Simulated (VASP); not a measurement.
## BaTiO3: single point with r2SCAN

The system is BaTiO3.

```
Ba Ti O
1.0
     4.12296    0.00000    0.00000
     0.00000    4.12296    0.00000
     0.00000    0.00000    4.12296
Ba Ti O
1 1 3
Direct
  0.50000 0.50000 0.50000
  0.00000 0.00000 0.00000
  0.50000 0.00000 0.00000
  0.00000 0.50000 0.00000
  0.00000 0.00000 0.50000
```

- Program: VASP 6.6.1
- Task: single point
- Functional: r2SCAN
- Potentials or basis: VASP PAW PBE potentials, release 64 (Ba_sv, Ti_sv, O)
- Cutoff: 520 eV
- k mesh: 8 × 8 × 8
- Occupations: gaussian, width 0.02 eV
- Spin: no spin polarisation

```json
{
 "Pressure": "-12.5 GPa",
 "Band gap on the k mesh": "1.92 eV (least direct gap 2.15 eV)"
}
```

Levels at points of the mesh, in eV from the valence-band top:
```
           k point  band 17  band 18  band 19  band 20  band 21  band 22  band 23  band 24
(0.00, 0.00, 0.00)    -0.99    -0.23    -0.23    -0.23     1.92     1.92     1.92     3.56
(0.50, 0.00, 0.00)    -1.71    -1.68    -0.73    -0.73     2.04     3.38     3.38     3.57
(0.50, 0.50, 0.00)    -1.80    -0.92    -0.92    -0.08     3.39     3.39     3.79     4.36
(0.50, 0.50, 0.50)    -2.42     0.00     0.00     0.00     3.97     3.97     3.97     7.00
```

Wall time 2.5 min on 1 thread of Intel(R) Xeon(R) Platinum 8488C (Sapphire Rapids) (shared host), peak memory 0.23 GiB.

Caveat: the cell stands under tension; the PAW data sets were made with another functional, which shifts forces and pressure a little; spin-orbit coupling is left out, which moves the levels of the heavy elements. r2SCAN opens gaps a little over a GGA but as a rule still falls short of measured ones.
